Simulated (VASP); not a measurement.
As, 1 atom in the cell. The structure is cubic, space group Fm-3m (No. 225). Conventional cell: a = 3.704 Å, b = 3.704 Å, c = 3.704 Å, α = 90.00°, β = 90.00°, γ = 90.00°. As (site symmetry m-3m) has 12 As at 2.62 Å within 3.5 Å. This isn't the form of As at room conditions, which is rhombohedral.

| Property | Result |
| --- | --- |
| Program | VASP 6.6.1 |
| Task | single point |
| Functional | LDA |
| Potentials or basis | VASP PAW LDA potentials, release 64 (As) |
| Cutoff | 520 eV |
| k mesh | 17 × 17 × 17, shifted |
| Occupations | fermi-dirac, width 0.1 eV |
| Spin | no spin polarisation |
| Dipole correction | no |
| Further INCAR settings | ALGO = Normal; EDIFF = 1e-06; NBANDS = 8; ISYM = 0 |

Potentials or basis: VASP PAW LDA potentials, release 64 (As).

Run with:

```console
$ cat potpaw_LDA.64/As/POTCAR > POTCAR
$ mpirun -np 1 vasp_std > vasp.out
```

Hardware: 1 thread of Intel Xeon 8259CL, on a shared host.

**Question.** How long does it take, and how much memory?

**Answer.** Wall time 11 min on 1 thread of Intel Xeon 8259CL, on a shared host, peak memory 1 GiB. Counts: scf iterations 9, k points 9828.
